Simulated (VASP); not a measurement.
## Si16C16O (a cell with a defect): single point with PBE

System: Si16C16O (a cell with a defect).

```
Si C O
1.0
    -4.37971    4.37971   -4.37971
     4.37971    4.37971    4.37971
     4.37971   -4.37971   -4.37971
Si C O
16 16 1
Cartesian
  3.2559 -3.2823 -3.2815
  3.2262 -1.0444 -1.0435
  3.2263 1.0354 1.0364
  3.2560 3.2738 3.2747
  1.0846 -1.1060 -3.3138
  1.1465 1.0355 -1.0434
  1.0849 3.3059 1.0981
  5.4966 1.0973 -1.1050
  -1.0917 1.0652 -3.2817
  -1.0917 3.2735 -1.0731
  3.2880 1.0971 -3.3137
  3.2880 3.3058 -1.1053
  -3.2332 3.3354 -3.3433
  1.0849 1.0972 -5.4527
  1.1169 3.2738 -3.2816
  1.0846 5.4447 -1.1052
  -0.1401 -0.0043 -0.0033
  4.3746 -2.1925 -2.1916
  4.5129 -0.0045 -0.0036
  4.3745 2.1837 2.1846
  2.1864 -2.1942 -4.3832
  2.1862 -0.0045 -2.3301
  2.1864 2.3221 -0.0035
  2.1865 4.3755 2.1864
  -0.0036 -0.0043 -4.3834
  -0.0016 2.1837 -2.1917
  -0.0036 4.3752 -0.0035
  4.3780 2.1871 -2.1951
  -2.1935 2.0487 -4.3832
  -2.1932 4.3753 -2.0567
  2.1865 2.1855 -4.3832
  2.1864 4.3754 -2.1933
  2.1865 -0.0045 -0.0036
```

```yaml
Program: VASP 6.6.1
Task: single point
Functional: PBE
Potentials_or_basis: VASP PAW PBE potentials, release 64 (Si, C, O)
Cutoff: 520 eV
k_mesh: 1 × 1 × 1
Occupations: fermi-dirac, width 0.01 eV
Spin: no spin polarisation
Dipole_correction: no
Charge: -2
Further_INCAR_settings: LREAL = Auto; ALGO = Normal; EDIFF = 1e-06; NBANDS = 89; NELECT = 136.0
```

* Largest force: 0.019 eV/Å

Forces on the atoms (eV/Å):
```
Si   0.004 -0.005 -0.004
Si   0.013 -0.009 -0.010
Si   0.010  0.013  0.011
Si   0.003  0.004  0.005
Si   0.007  0.006  0.003
Si  -0.009  0.013 -0.010
Si   0.007 -0.002 -0.002
Si  -0.001 -0.005  0.006
Si  -0.003  0.003 -0.001
Si  -0.004  0.009  0.000
Si  -0.004 -0.002  0.005
Si  -0.004 -0.001  0.009
Si  -0.010 -0.010  0.013
Si   0.006 -0.003 -0.002
Si   0.001  0.006 -0.004
Si   0.007  0.004  0.006
C   -0.009  0.002  0.002
C   -0.006 -0.002 -0.001
C    0.015  0.005  0.003
C   -0.007 -0.007 -0.006
C   -0.005 -0.005 -0.004
C    0.005  0.004 -0.007
C    0.004  0.014  0.004
C   -0.005 -0.006 -0.006
C   -0.004 -0.006 -0.004
C   -0.002 -0.008 -0.002
C   -0.003 -0.006 -0.005
C   -0.001 -0.003 -0.007
C    0.002 -0.001  0.000
C    0.003  0.004  0.014
C   -0.005 -0.005 -0.005
C   -0.005 -0.006 -0.006
O    0.002  0.004  0.003
```

Levels at points of the mesh, in eV from the Fermi level:
```csv
k point,band 64,band 65,band 66,band 67,band 68,band 69,band 70,band 71,band 72,band 73
"(0.00, 0.00, 0.00)",-0.64,-0.64,-0.31,-0.31,-0.31,0.82,0.82,2.18,3.45,3.45
```

Wall time 73 s on 1 thread of Intel(R) Xeon(R) Platinum 8488C (Sapphire Rapids) (shared host), peak memory 0.39 GiB.

Caveat: the k points lie up to 1.01 Å⁻¹ apart; the cell carries a net charge on a neutralising background, which shifts energy and pressure; the cell is charged against a uniform background, so pressure and absolute levels hang on convention.
